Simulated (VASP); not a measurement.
Runs of VASP 6.6.1 on Al. The structure is that of space group Im-3m (No. 229), or close to it. The cells are those of the table. This isn't the form of Al at room conditions, which is fcc.

```csv
cell,gap on the mesh (eV),pressure (GPa)
"a = 2.828 Å, angles 109.5°, 1 atom",none,-5.6
"a = 2.862 Å, angles 109.5°, 1 atom",none,-7.6
"a = 2.756 Å, angles 109.5°, 1 atom",none,0.1
"a = 2.681 Å, angles 109.5°, 1 atom",none,8.7
"a = 2.719 Å, angles 109.5°, 1 atom",none,(b)
"a = 2.792 Å, angles 109.5°, 1 atom",none,-3.1
"a = 2.641 Å, angles 109.5°, 1 atom",none,(a)
```

Alike in all rows: task single point; level r2SCAN; potentials or basis VASP PAW PBE potentials, release 64 (Al); no spin polarisation; k mesh 13 × 13 × 13; cutoff (eV) 520; smearing gaussian 0.1 eV.

Task: Fill in the values left out.

Result: (a) 14.5; (b) 4.0.

Caveats: the PAW data sets were made with another functional, which shifts forces and pressure a little; the cell stands under tension (at least some runs); the cell stands under pressure (at least some runs).

A gap of «none» marks levels without a gap at the run's occupations.
